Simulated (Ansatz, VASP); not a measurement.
**Si2Mo in VASP and in Ansatz**

```
Si Mo
1.0
     3.08062    0.00000    0.00000
     0.00000    3.08062    0.00000
     0.00000    0.00000   35.47536
Si Mo
6 3
Direct
  0.99999 0.00001 0.48978
  0.99999 0.00001 0.56494
  0.49999 0.50001 0.60252
  0.49999 0.50001 0.67747
  0.99999 0.00001 0.71506
  0.99999 0.00001 0.78789
  0.49999 0.50001 0.52891
  0.99999 0.00001 0.64011
  0.49999 0.50001 0.75125
```

Alike in both runs: task single point; functional PBEsol; k mesh 11 × 11 × 1; occupations gaussian, width 0.1 eV; no spin polarisation.

|  | VASP | Ansatz |
| --- | --- | --- |
| version | VASP 6.6.1 | Ansatz 0.2.0 |
| potentials or method | VASP PAW PBE potentials, release 64 (Si, Mo_sv), cutoff 520 eV | scalar-relativistic, plane waves, PAW |
| valence electrons in the cell | 66 | 66 |

```tsv
	VASP	Ansatz	Ansatz less VASP
gap on the k mesh at the Fermi level (eV)	none	none	-
rms of the force components (eV/Å)	0.129	0.134	+0.0049
work function, face that differs most (eV)	4.54	4.53	-0.007
```

VASP's potentials were made for PBE, not for PBEsol. A gap of «none» marks a metal or a gap that the smearing closes. Ansatz's warnings: structure snapped to symmetry.
